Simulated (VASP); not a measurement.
# SiC (Moissanite 6O SiC) (Cmc2_1) in VASP: relaxation of cell and atoms with PBE

Aim: the relaxation of cell and atoms of SiC (Moissanite 6O SiC) with PBE.

Everything below comes from runs of VASP 6.6.1. Logs are shortened: lines on timing, memory, paths and dates and some standing lists are left out, and cuts for length are marked.

**1. The cell of the first run**

Symmetry: Cmc2_1, No. 36, orthorhombic system. Conventional cell: a = 3.078 Å, b = 5.335 Å, c = 15.122 Å, α = 90.00°, β = 90.00°, γ = 90.00°. Si (site symmetry m) has 4 C at 1.87 to 1.91 Å within 2.5 Å. Si (site symmetry m) has 4 C at 1.87 to 1.92 Å within 2.5 Å. Si (site symmetry m) has 4 C at 1.87 to 1.92 Å within 2.5 Å. C (site symmetry m) has 4 Si at 1.87 to 1.92 Å within 2.5 Å. C (site symmetry m) has 4 Si at 1.87 to 1.92 Å within 2.5 Å. C (site symmetry m) has 4 Si at 1.87 to 1.91 Å within 2.5 Å.

**2. Relaxation of cell and atoms, PBE**

INCAR reads:

```
SYSTEM = SiC
PREC = Accurate ; ENCUT = 600
EDIFF = 1E-6 ; ISMEAR = 0
SIGMA = 0.1 ; LREAL = .FALSE.
LASPH = .TRUE. ; NELM = 80
ALGO = Normal ; ISIF = 3
LWAVE = .FALSE. ; LCHARG = .FALSE.
GGA = PE ; IBRION = 2
NSW = 100 ; EDIFFG = -0.05
```

KPOINTS reads:

```
regular mesh
0
G
  8 8 2
  0 0 0
```

POSCAR reads:

```
SiC
1.0
    1.5389000000     -2.6675000000      0.0000000000
    1.5389000000      2.6675000000      0.0000000000
    0.0000000000      0.0000000000     15.1219000000
Si C
6 6
Direct
    0.1673000000      0.8327000000      0.8580000000
    0.8327000000      0.1673000000      0.3580000000
    0.5007000000      0.4993000000      0.5241000000
    0.4993000000      0.5007000000      0.0241000000
    0.8357000000      0.1643000000      0.6912400000
    0.1643000000      0.8357000000      0.1912400000
    0.4960000000      0.5040000000      0.6503000000
    0.5040000000      0.4960000000      0.1503000000
    0.1600000000      0.8400000000      0.9817000000
    0.8400000000      0.1600000000      0.4817000000
    0.8290000000      0.1710000000      0.8168000000
    0.1710000000      0.8290000000      0.3168000000
```

Potentials or basis: VASP PAW PBE potentials, release 64 (Si, C).

Command:

```sh
cat potpaw_PBE.64/Si/POTCAR potpaw_PBE.64/C/POTCAR > POTCAR
mpirun -np 1 vasp_std > vasp.out
```

OUTCAR:

```text
SYSTEM = SiC
   PREC = Accurate
   ENCUT = 600
   EDIFF = 1E-6
   ISMEAR = 0
   LREAL = .FALSE.
   LASPH = .TRUE.
   NELM = 80
   ISIF = 3
   GGA = PE
   IBRION = 2
   NSW = 100
   EDIFFG = -0.05

 ion  position               nearest neighbor table
   1  0.167  0.833  0.858-  11 1.87  11 1.87   9 1.87  11 1.91   4 3.07   4 3.08   4 3.08   5 3.08
                             5 3.09   5 3.09
   2  0.833  0.167  0.358-  12 1.87  12 1.87  10 1.87  12 1.91   3 3.07   3 3.08   3 3.08   6 3.08
                             6 3.09   6 3.09
   3  0.501  0.499  0.524-  10 1.87  10 1.87   7 1.91  10 1.92   2 3.07   2 3.08   2 3.08   5 3.09
                             5 3.09   5 3.10
   4  0.499  0.501  0.024-   9 1.87   9 1.87   8 1.91   9 1.92   1 3.07   1 3.08   1 3.08   6 3.09
                             6 3.09   6 3.10
   5  0.836  0.164  0.691-   7 1.87   7 1.87  11 1.90   7 1.92   1 3.08   3 3.09   3 3.09   1 3.09
                             1 3.09   3 3.10
   6  0.164  0.836  0.191-   8 1.87   8 1.87  12 1.90   8 1.92   2 3.08   4 3.09   4 3.09   2 3.09
                             2 3.09   4 3.10
   7  0.496  0.504  0.650-   5 1.87   5 1.87   3 1.91   5 1.92
   8  0.504  0.496  0.150-   6 1.87   6 1.87   4 1.91   6 1.92
   9  0.160  0.840  0.982-   1 1.87   4 1.87   4 1.87   4 1.92
  10  0.840  0.160  0.482-   2 1.87   3 1.87   3 1.87   3 1.92
  11  0.829  0.171  0.817-   1 1.87   1 1.87   5 1.90   1 1.91
  12  0.171  0.829  0.317-   2 1.87   2 1.87   6 1.90   2 1.91

  LATTYP: Found a base centered orthorhombic cell.
 ALAT       =     3.0778000000
 B/A-ratio  =     1.7333809864
 C/A-ratio  =     4.9132172331

  Lattice vectors:

 A1 = (   1.5389000000,  -2.6675000000,   0.0000000000)
 A2 = (   1.5389000000,   2.6675000000,   0.0000000000)
 A3 = (   0.0000000000,   0.0000000000,  15.1219000000)

Analysis of symmetry for initial positions (statically):
=====================================================================
 Subroutine PRICEL returns:
 Original cell was already a primitive cell.

 Routine SETGRP: Setting up the symmetry group for a
 base centered orthorhombic supercell.

 Subroutine GETGRP returns: Found  4 space group operations
 (whereof  2 operations were pure point group operations)
 out of a pool of  8 trial point group operations.

The static configuration has the point symmetry C_1h.
 The point group associated with its full space group is C_2v.

Analysis of symmetry for dynamics (positions and initial velocities):
=====================================================================
 Subroutine PRICEL returns:
 Original cell was already a primitive cell.

 Routine SETGRP: Setting up the symmetry group for a
 base centered orthorhombic supercell.

 Subroutine GETGRP returns: Found  4 space group operations
 (whereof  2 operations were pure point group operations)
 out of a pool of  8 trial point group operations.

The dynamic configuration has the point symmetry C_1h.
 The point group associated with its full space group is C_2v.

 Subroutine INISYM returns: Found  4 space group operations
 (whereof  2 operations are pure point group operations),
 and found     1 'primitive' translations

----------------------------------------------------------------------------------------

                                     Primitive cell

  volume of cell :     124.1513

  direct lattice vectors                    reciprocal lattice vectors
     1.538900000 -2.667500000  0.000000000     0.324907401 -0.187441425  0.000000000
     1.538900000  2.667500000  0.000000000     0.324907401  0.187441425  0.000000000
     0.000000000  0.000000000 15.121900000     0.000000000  0.000000000  0.066129256

  length of vectors
     3.079572935  3.079572935 15.121900000     0.375098796  0.375098796  0.066129256

  position of ions in fractional coordinates (direct lattice)
     0.167300000  0.832700000  0.858000000
     0.832700000  0.167300000  0.358000000
     0.500700000  0.499300000  0.524100000
     0.499300000  0.500700000  0.024100000
     0.835700000  0.164300000  0.691240000
     0.164300000  0.835700000  0.191240000
     0.496000000  0.504000000  0.650300000
     0.504000000  0.496000000  0.150300000
     0.160000000  0.840000000  0.981700000
     0.840000000  0.160000000  0.481700000
     0.829000000  0.171000000  0.816800000
     0.171000000  0.829000000  0.316800000

  ion indices of the primitive-cell ions
   primitive index   ion index
                 1           1
                 2           2
                 3           3
                 4           4
                 5           5
                 6           6
                 7           7
                 8           8
                 9           9
                10          10
                11          11
                12          12

----------------------------------------------------------------------------------------

 KPOINTS: regular mesh

Automatic generation of k-mesh.
 Grid dimensions read from file:
 generate k-points for:    8    8    2

 Generating k-lattice:

  Cartesian coordinates                     Fractional coordinates (reciprocal lattice)
     0.040613425 -0.023430178  0.000000000     0.125000000  0.000000000  0.000000000
     0.040613425  0.023430178  0.000000000     0.000000000  0.125000000  0.000000000
     0.000000000  0.000000000  0.033064628     0.000000000  0.000000000  0.500000000

  Length of vectors
     0.046887350  0.046887350  0.033064628

  Shift w.r.t. Gamma in fractional coordinates (k-lattice)
     0.000000000  0.000000000  0.000000000

 Subroutine IBZKPT returns following result:
 ===========================================

 Found     42 irreducible k-points:

 Following reciprocal coordinates:
            Coordinates               Weight
  0.000000  0.000000  0.000000      1.000000
  0.125000  0.000000  0.000000      4.000000
  0.250000  0.000000  0.000000      4.000000
  0.375000  0.000000  0.000000      4.000000
  0.500000  0.000000  0.000000      2.000000
  0.125000  0.125000  0.000000      2.000000
[... 16 lines left out ...]
  0.125000  0.000000  0.500000      4.000000
  0.250000  0.000000  0.500000      4.000000
 [... further k-points ...]
   k-points           NKPTS =     42   k-points in BZ     NKDIM =     42   number of bands    NBANDS=     31
   number of dos      NEDOS =    301   number of ions     NIONS =     12
   total plane-waves  NPLWV =  98784
   dimension x,y,z NGX =    28 NGY =   28 NGZ =  126
   dimension x,y,z NGXF=    56 NGYF=   56 NGZF=  252
   ions per type =               6   6
   NGX,Y,Z   is equivalent  to a cutoff of  15.12, 15.12, 13.85 a.u.
   NGXF,Y,Z  is equivalent  to a cutoff of  30.23, 30.23, 27.70 a.u.
 SYSTEM =  SiC
   PREC   = accura    normal or accurate (medium, high low for compatibility)
   ISTART =      0    job   : 0-new  1-cont  2-samecut
   ICHARG =      2    charge: 1-file 2-atom 10-const
   ISPIN  =      1    spin polarized calculation?
   LNONCOLLINEAR =      F non collinear calculations
   LSORBIT =      F    spin-orbit coupling
   LASPH  =      T    aspherical Exc in radial PAW
   ENCUT  =  600.0 eV  44.10 Ry    6.64 a.u.   6.15  6.15 30.20*2*pi/ulx,y,z
   NELM   =     80;   NELMIN=  2; NELMDL= -5     # of ELM steps
   EDIFF  = 0.1E-05   stopping-criterion for ELM
   LREAL  =      F    real-space projection
   EDIFFG = -.5E-01   stopping-criterion for IOM
   NSW    =    100    number of steps for IOM
   IBRION =      2    ionic relax: 0-MD 1-quasi-New 2-CG
   NFREE  =      1    steps in history (QN), initial steepest desc. (CG)
   ISIF   =      3    stress and relaxation
   ISYM   =      2    0-nonsym 1-usesym 2-fastsym
   POTIM  = 0.5000    time-step for ionic-motion
   TEBEG  =    0.0;   TEEND  =   0.0 temperature during run
   PSTRESS=    0.0 pullay stress
   NELECT =      48.0000    total number of electrons
   NUPDOWN=      -1.0000    fix difference up-down
   EMIN   =  10.00;   EMAX   =-10.00  energy-range for DOS
   EFERMI =   0.00;   METHOD = LEGACY
   ISMEAR =     0;   SIGMA  =   0.10  broadening in eV -4-tet -1-fermi 0-gaus
   EFERMI_NEDOS =   21; number of points for ismear=-14 and -15
   IALGO  =     38    algorithm
   IMIX   =      4    mixing-type and parameters
     AMIX     =   0.40;   BMIX     =  1.00
     AMIX_MAG =   1.60;   BMIX_MAG =  1.00
  volume/ion in A,a.u.               =      10.35        69.82
  Fermi-wavevector in a.u.,A,eV,Ry     =   1.192628  2.253739 19.352390  1.422361
  Thomas-Fermi vector in A             =   2.328661
   LORBIT       =      0    0 simple, 1 ext, 2 COOP (PROOUT), +10 PAW based schemes
   GGA     = PE    functional components
   LHFCALC =     F    Hartree Fock is set to
   AEXX    =    0.0000 exact exchange contribution
   IVDW    =     0    specifies the selected vdW correction
   LEPSILON=     F    determine dielectric tensor
   LRPA    =     F    only Hartree local field effects (RPA)
 conjugate gradient relaxation of ions
 non-spin polarized calculation
 Gauss-broadening in eV      SIGMA  =   0.10
  energy-cutoff  :      600.00
  volume of cell :      124.15
 maximum number of plane-waves:      4172
 NGX is ok and might be reduce to    28
   NGX = 13   NGY = 13   NGZ = 61

--------------------------------------- Ionic step        1  -------------------------------------------

 number of electron      48.0000000 magnetization

 Free energy of the ion-electron system (eV)
  ---------------------------------------------------
  ext. energy  EPLUGINS =         0.00000000
  ---------------------------------------------------
  free energy    TOTEN  =       -90.29267966 eV

  energy without entropy =      -90.29267966  energy(sigma->0) =      -90.29267966

------------------------ aborting loop because EDIFF is reached ----------------------------------------

  FORCE on cell =-STRESS in cart. coord.  units (eV):
  Direction    XX          YY          ZZ          XY          YZ          ZX
  --------------------------------------------------------------------------------------
  -------------------------------------------------------------------------------------
  Total        4.1430985      1.1529864      2.0910311      0.0000000      0.0000000      0.0000000
  in kB       53.4668574     14.8793368     26.9848426      0.0000000      0.0000000      0.0000000
  external PRESSURE =      31.7770123 kB  Pullay stress =       0.0000000 kB
[... 215 lines left out ...]
  energy  without entropy=      -90.3752331538  energy(sigma->0) =      -90.37523315

--------------------------------------- Ionic step        6  -------------------------------------------

 number of electron      48.0000000 magnetization

 Free energy of the ion-electron system (eV)
  ---------------------------------------------------
  ext. energy  EPLUGINS =         0.00000000
  ---------------------------------------------------
  free energy    TOTEN  =       -90.37557209 eV

  energy without entropy =      -90.37557209  energy(sigma->0) =      -90.37557209

 E-fermi :   8.4131     XC(G=0): -11.2948

 val. band max:        8.0062699481   @ k =   0.0000   0.0000   0.0000
 cond. band min:      10.0222211168   @ k =   0.5000   0.5000   0.0000
 fundamental gap:      2.0159511687
 Fermi energy:         8.4130939771

 k-point     1 :       0.0000    0.0000    0.0000
  band No.  band energies     occupation
      1      -7.3491      2.00000
      2      -6.8317      2.00000
      3      -6.7991      2.00000
      4      -5.3217      2.00000
      5      -5.2910      2.00000
      6      -3.8303      2.00000
[... 805 lines left out ...]
     30      13.9464      0.00000
     31      14.4746      0.00000

 [... further k-points ...]
[... 5 lines left out ...]
  --------------------------------------------------------------------------------------
  -------------------------------------------------------------------------------------
  Total        0.1151271     -0.1668941      0.1361226      0.0000000      0.0000000      0.0000000
  in kB        1.4655845     -2.1245861      1.7328600      0.0000000      0.0000000      0.0000000
  external PRESSURE =       0.3579528 kB  Pullay stress =       0.0000000 kB
[... 27 lines left out ...]
  FREE ENERGIE OF THE ION-ELECTRON SYSTEM (eV)
  ---------------------------------------------------
  free  energy   TOTEN  =       -90.3755720861 eV

  energy  without entropy=      -90.3755720861  energy(sigma->0) =      -90.37557209

 reached required accuracy - stopping structural energy minimisation
```

Wall time 6.5 min (1 thread of Intel Xeon 6975P-C (Granite Rapids), shared host); peak memory 0.39 GiB.

Results:

| Quantity | Value |
| --- | --- |
| Free energy | -90.3756 eV |
| Relaxed volume | 10.49 Å³/atom |
| Relaxed cell | a = 3.095 Å, b = 3.095 Å, c = 15.178 Å, α = 90.00°, β = 90.00°, γ = 120.04° |
| Space group after relaxing (to 0.05 Å) | P6_3mc (No. 186) |
| Energy gained by relaxing | 6.9 meV/atom |
| Ionic steps | 6 |
| Pressure after relaxing | 0.0 GPa |
| Largest force after relaxing | 0.041 eV/Å |
| Band gap on the k mesh | 2.02 eV, indirect (least direct gap 3.11 eV) |

Forces on the atoms (eV/Å):
```
Si   0.000  0.001  0.006
Si   0.000 -0.001  0.006
Si   0.000  0.019 -0.015
Si   0.000 -0.019 -0.015
Si   0.000 -0.008 -0.023
Si   0.000  0.008 -0.023
C    0.000 -0.022  0.027
C    0.000  0.022  0.027
C    0.000 -0.040 -0.007
C    0.000  0.040 -0.007
C    0.000 -0.011  0.012
C    0.000  0.011  0.012
```

The path:
```tsv
step	energy change (eV)	largest force (eV/Å)	pressure (GPa)	volume (Å³)
1	0.0000	0.7266	3.18	124.15
2	-0.0032	0.7152	-3.06	127.87
3	-0.0781	0.1473	-0.21	126.01
4	-0.0826	0.0636	-0.03	125.90
5	-0.0826	0.0642	-0.03	125.89
6	-0.0829	0.0409	0.04	125.86
```

Final structure:
```yaml
crystal:
  lattice:
    - [1.54651, -2.68087, 0.00000]
    - [1.54651, 2.68087, 0.00000]
    - [0.00000, 0.00000, 15.17812]
  atoms:
    - { symbol: Si, position: [0.16478, 0.83522, 0.85770] }
    - { symbol: Si, position: [0.83522, 0.16478, 0.35770] }
    - { symbol: Si, position: [0.50250, 0.49750, 0.52451] }
    - { symbol: Si, position: [0.49750, 0.50250, 0.02451] }
    - { symbol: Si, position: [0.83253, 0.16747, 0.69124] }
    - { symbol: Si, position: [0.16747, 0.83253, 0.19124] }
    - { symbol: C, position: [0.49944, 0.50056, 0.64980] }
    - { symbol: C, position: [0.50056, 0.49944, 0.14980] }
    - { symbol: C, position: [0.16391, 0.83609, 0.98271] }
    - { symbol: C, position: [0.83609, 0.16391, 0.48271] }
    - { symbol: C, position: [0.83159, 0.16841, 0.81619] }
    - { symbol: C, position: [0.16841, 0.83159, 0.31619] }
```

Levels at points of the mesh, in eV from the valence-band top:
| k point | band 20 | band 21 | band 22 | band 23 | band 24 | band 25 | band 26 | band 27 | band 28 | band 29 |
| --- | --- | --- | --- | --- | --- | --- | --- | --- | --- | --- |
| (0.00, 0.00, 0.00) | -0.32 | -0.29 | -0.04 | -0.01 | 0.00 | 5.05 | 5.22 | 5.62 | 6.13 | 6.14 |
| (0.50, 0.00, 0.00) | -2.24 | -1.81 | -1.78 | -1.65 | -1.10 | 2.02 | 2.20 | 3.18 | 3.86 | 4.55 |
| (0.50, 0.50, 0.00) | -2.26 | -1.80 | -1.77 | -1.66 | -1.09 | 2.02 | 2.22 | 3.20 | 3.86 | 4.56 |
| (0.00, 0.00, 0.50) | -0.64 | -0.11 | -0.11 | -0.10 | -0.10 | 5.12 | 5.12 | 5.86 | 5.86 | 6.50 |
| (0.50, 0.00, 0.50) | -2.34 | -1.71 | -1.71 | -1.31 | -1.31 | 2.06 | 2.06 | 3.40 | 3.40 | 4.74 |
| (0.50, 0.50, 0.50) | -2.33 | -1.72 | -1.72 | -1.30 | -1.30 | 2.06 | 2.06 | 3.41 | 3.41 | 4.77 |

Caveat: the relaxation stopped at a loose force limit of 0.05 eV/Å, so its end isn't a converged minimum. A k mesh can miss the band edges.
